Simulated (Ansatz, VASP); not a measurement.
**One calculation of CdS, two programs**

```
Cd S
1.0
     4.13480    0.00000    0.00000
    -2.06740    3.58084    0.00000
     0.00000    0.00000    6.74900
Cd S
2 2
Direct
  0.33333 0.66667 0.00000
  0.66667 0.33333 0.50000
  0.33333 0.66667 0.38500
  0.66667 0.33333 0.88500
```

Alike in both runs: task electric field gradients; functional PBEsol; k mesh 7 × 7 × 4; occupations fermi-dirac, width 0.01 eV; no spin polarisation.

```csv
,VASP,Ansatz
version,VASP 6.6.1,Ansatz 0.2.0
potentials or method,"VASP PAW PBE potentials, release 64 (Cd, S)","PAW with Ansatz's default frozen-core files, scalar-relativistic"
plane-wave cutoff (eV),520,420
valence electrons in the cell,36,52
```

VASP gave:

```
gap on the k mesh at the Fermi level (eV)                     : 1.09
pressure (GPa)                                                : -0.2
traceless stress, the component that is largest in VASP (GPa) : -1.42
rms of the force components (eV/Å)                            : 0.147
size of Vzz on the site where it differs most (V/Å²)          : 35.3
```

**Question.** What did Ansatz give for the same quantities?

**Answer.** gap on the k mesh at the Fermi level (eV): 1.09; pressure (GPa): -0.6; traceless stress, the component that is largest in VASP (GPa): -1.36; rms of the force components (eV/Å): 0.142; size of Vzz on the site where it differs most (V/Å²): 31.5.

VASP's potentials were made for PBE, not for PBEsol. Atom by atom the forces differ by 0.005 eV/Å (rms over components). With one functional, cell and mesh, what is left measures potentials, basis and numerics. VASP's potentials hold 36 valence electrons a cell and Ansatz's 52, so a difference there can come from the potentials and not from the codes.
